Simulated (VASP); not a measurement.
# SnTe in VASP: a series of runs, part 2 of 2

VASP 6.6.1.

### 3 Single point, PBEsol

This run uses another cell than the first one: it holds 10 atoms, not 6.

Contents of INCAR:

```
PREC = Accurate
ENCUT = 400
EDIFF = 1E-6
ISMEAR = 0
SIGMA = 0.05
LREAL = False
LASPH = True
NELM = 120
ALGO = Normal
ISIF = 2
LWAVE = False
LCHARG = False
LDIPOL = True
IDIPOL = 3
DIPOL = 0.5 0.5 0.500
GGA = PS
NBANDS = 61
GGA_COMPAT = False
NELMDL = -8
```

Contents of KPOINTS:

```
Automatic mesh
0
Gamma
  8 8 1
```

Contents of POSCAR:

```
SnTe
1.0
    4.4472071520      0.0000000000      0.0000000000
    0.0000000000      4.4472071520      0.0000000000
    0.0000000000      0.0000000000     22.5039686000
Sn Te
5 5
Direct
    0.5000000001      0.5000000001      0.2280188045
    1.0000000000      0.0000000000      0.3563893762
    0.5000000001      0.5000000001      0.5000005866
    0.0000000000      0.0000000000      0.6436110920
    0.5000000001      0.5000000001      0.7719819644
    1.0000000000      0.0000000000      0.2221830331
    0.5000000001      0.5000000001      0.3598699748
    0.0000000000      0.0000000000      0.4999996107
    0.5000000001      0.5000000001      0.6401305615
    0.0000000000      0.0000000000      0.7778169669
```

Potentials or basis: VASP PAW PBE potentials, release 64 (Sn_d, Te).

Started as:

```console
> cat potpaw_PBE.64/Sn_d/POTCAR potpaw_PBE.64/Te/POTCAR > POTCAR
> mpirun -np 1 vasp_std > vasp.out
```

OUTCAR:

```text
PREC = Accurate
   ENCUT = 400
   EDIFF = 1E-6
   ISMEAR = 0
   LREAL = False
   LASPH = True
   NELM = 120
   ISIF = 2
   GGA = PS
   NELMDL = -8

 ion  position               nearest neighbor table
   1  0.500  0.500  0.228-   7 2.97   6 3.15   6 3.15   6 3.15   6 3.15
   2  0.000  0.000  0.356-   6 3.02   7 3.15   7 3.15   7 3.15   7 3.15   8 3.23
   3  0.500  0.500  0.500-   8 3.14   8 3.14   8 3.14   8 3.14   9 3.15   7 3.15
   4  0.000  0.000  0.644-  10 3.02   9 3.15   9 3.15   9 3.15   9 3.15   8 3.23
   5  0.500  0.500  0.772-   9 2.97  10 3.15  10 3.15  10 3.15  10 3.15
   6  0.000  0.000  0.222-   2 3.02   1 3.15   1 3.15   1 3.15   1 3.15
   7  0.500  0.500  0.360-   1 2.97   2 3.15   2 3.15   2 3.15   2 3.15   3 3.15
   8  0.000  0.000  0.500-   3 3.14   3 3.14   3 3.14   3 3.14   2 3.23   4 3.23
   9  0.500  0.500  0.640-   5 2.97   4 3.15   4 3.15   4 3.15   4 3.15   3 3.15
  10  0.000  0.000  0.778-   4 3.02   5 3.15   5 3.15   5 3.15   5 3.15

  LATTYP: Found a simple tetragonal cell.
 ALAT       =     4.4472071520
 C/A-ratio  =     5.0602474386

  Lattice vectors:

 A1 = (   4.4472071520,   0.0000000000,   0.0000000000)
[... 1156 lines left out ...]

 vacuum level on the upper side and lower side of the slab       (xc-potential included)        -0.428        -0.426

  FORCE on cell =-STRESS in cart. coord.  units (eV):
  Direction    XX          YY          ZZ          XY          YZ          ZX
  --------------------------------------------------------------------------------------
  -------------------------------------------------------------------------------------
  Total        0.1346681      0.1346681      0.1107574      0.0000000      0.0000000      0.0000000
  in kB        0.4847764      0.4847764      0.3987032      0.0000000      0.0000000      0.0000000
  external PRESSURE =       0.4560853 kB  Pullay stress =       0.0000000 kB

 VOLUME and BASIS-vectors are now :
 -----------------------------------------------------------------------------
  energy-cutoff  :      400.00
  volume of cell :      445.08
      direct lattice vectors                 reciprocal lattice vectors
     4.447207152  0.000000000  0.000000000     0.224860225  0.000000000  0.000000000
     0.000000000  4.447207152  0.000000000     0.000000000  0.224860225  0.000000000
     0.000000000  0.000000000 22.503968600     0.000000000  0.000000000  0.044436607

 POSITION                                       TOTAL-FORCE (eV/Angst)
 -----------------------------------------------------------------------------------
      2.22360      2.22360      5.13133         0.000000      0.000000     -0.008016
      0.00000      0.00000      8.02018         0.000000      0.000000      0.007088
      2.22360      2.22360     11.25200         0.000000      0.000000      0.000000
      0.00000      0.00000     14.48380         0.000000      0.000000     -0.007088
      2.22360      2.22360     17.37266         0.000000      0.000000      0.008016
      0.00000      0.00000      5.00000         0.000000      0.000000     -0.008453
      2.22360      2.22360      8.09850         0.000000      0.000000      0.007505
      0.00000      0.00000     11.25198         0.000000      0.000000      0.000000
      2.22360      2.22360     14.40548         0.000000      0.000000     -0.007505
      0.00000      0.00000     17.50397         0.000000      0.000000      0.008453
 -----------------------------------------------------------------------------------
    total drift:                               -0.000001     -0.000001     -0.042130

  FREE ENERGIE OF THE ION-ELECTRON SYSTEM (eV)
  ---------------------------------------------------
  free  energy   TOTEN  =       -41.0591917561 eV

  energy  without entropy=      -41.0591886806  energy(sigma->0) =      -41.05919022

 vacuum level on the upper side and lower side of the slab         7.156         7.158
```

OSZICAR:

```text
N       E                     dE             d eps       ncg     rms          rms(c)
DAV:   1     0.899951113270E+03    0.89995E+03   -0.39307E+04  1974   0.148E+03
DAV:   2     0.909252939114E+02   -0.80903E+03   -0.78904E+03  1998   0.391E+02
DAV:   3    -0.330038900436E+02   -0.12393E+03   -0.12035E+03  2166   0.169E+02
[... 23 lines left out ...]
DAV:  27    -0.410594786572E+02    0.13808E-02   -0.17452E-03  2262   0.197E-01    0.981E-01
DAV:  28    -0.410591539170E+02    0.32474E-03   -0.10693E-03  2267   0.144E-01    0.518E-01
DAV:  29    -0.410591702632E+02   -0.16346E-04   -0.88093E-05  2444   0.410E-02    0.398E-01
DAV:  30    -0.410591680431E+02    0.22201E-05   -0.49659E-05  2121   0.320E-02    0.314E-01
DAV:  31    -0.410591917822E+02   -0.23739E-04   -0.25524E-05  2122   0.238E-02    0.174E-01
DAV:  32    -0.410591917561E+02    0.26072E-07   -0.24943E-06  1630   0.776E-03
   1 F= -.41059192E+02 E0= -.41059190E+02  d E =-.307551E-05
```

stdout:

```text
POSCAR found type information on POSCAR SnTe
 POSCAR found :  2 types and      10 ions
 scaLAPACK will be used
 -----------------------------------------------------------------------------
|                                                                             |
|                                                                             |
|     You enforced a specific xc type in the INCAR file but a different       |
|     I HOPE YOU KNOW WHAT YOU ARE DOING!                                     |
|                                                                             |
 -----------------------------------------------------------------------------

 LDA part: xc-table for (Slater+PW92), standard interpolation
 POSCAR, INCAR and KPOINTS ok, starting setup
 FFT: planning ... GRIDC
 FFT: planning ... GRID_SOFT
 FFT: planning ... GRID
 WAVECAR not read
 entering main loop
```

It took 11 min on 1 thread of Oxide Virtual Turin-like, shared host; peak memory 0.42 GiB.

What came out:

| Property | Result |
| --- | --- |
| Free energy | -41.0592 eV |
| Largest force | 0.008 eV/Å |
| Band gap on the k mesh | 0.25 eV |

Forces in eV/Å, atoms in the order of the input:
```
Sn   0.000  0.000 -0.008
Sn   0.000  0.000  0.007
Sn   0.000  0.000  0.000
Sn   0.000  0.000 -0.007
Sn   0.000  0.000  0.008
Te   0.000  0.000 -0.008
Te   0.000  0.000  0.008
Te   0.000  0.000  0.000
Te   0.000  0.000 -0.008
Te   0.000  0.000  0.008
```

Levels at points of the mesh, in eV from the valence-band top:
```csv
k point,band 47,band 48,band 49,band 50,band 51,band 52,band 53,band 54
"(0.00, 0.00, 0.00)",-2.04,-2.04,-1.46,-0.86,1.09,2.13,2.28,2.32
"(0.50, 0.00, 0.00)",-0.75,-0.47,-0.26,0.00,0.25,0.32,0.57,0.70
"(0.50, 0.50, 0.00)",-3.08,-1.99,-1.94,-0.72,0.98,2.42,2.54,2.55
```

Caveat: semilocal functionals underestimate gaps, and a narrow one can read as zero; the PAW data sets were made with another functional, which shifts forces and pressure a little; spin-orbit coupling is left out, which moves the levels of the heavy elements.
